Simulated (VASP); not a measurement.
Runs of VASP 6.6.1 on CoO. The structure is that of space group Fm-3m (No. 225), or close to it. The cells are those of the table. 

| level | cell | gap on the mesh (eV) | pressure (GPa) | moment (μB) |
| --- | --- | --- | --- | --- |
| RPBE+D4+U | a = 3.096 Å, angles 60.0°, 2 atoms | none | (a) | 3.00 |
| RPBE+D4+U | a = 3.035 Å, angles 60.0°, 2 atoms | none | -6.2 | 3.00 |
| BLYP+U | a = 3.078 Å, angles 60.0°, 2 atoms | none | -5.0 | 3.00 |
| BLYP+U | a = 3.099 Å, angles 60.0°, 2 atoms | none | (b) | 3.00 |
| RPBE+D4+U | a = 3.076 Å, angles 60.0°, 2 atoms | none | -11.7 | 3.00 |
| BLYP+U | a = 3.120 Å, angles 60.0°, 2 atoms | none | -10.2 | 3.00 |
| BLYP+U | a = 3.140 Å, angles 60.0°, 2 atoms | none | -12.4 | 3.00 |
| BLYP+U | a = 3.115 Å, angles 60.0°, 2 atoms | none | -9.6 | 3.00 |

Alike in all rows: task single point; potentials or basis VASP PAW PBE potentials, release 64 (Co, O); spin collinear, ferromagnetic start; Co d U = 3.3 eV; k mesh 10 × 10 × 10; cutoff (eV) 520; smearing gaussian 0.05 eV.

Problem. Estimate the missing entries.

Solution. (a) -13.9; (b) -7.8.

Caveats: the cell stands under tension; the PAW data sets were made with another functional, which shifts forces and pressure a little; a cell with one magnetic atom can't hold antiferromagnetic order, which such compounds often take.

A gap of «none» marks levels without a gap at the run's occupations.
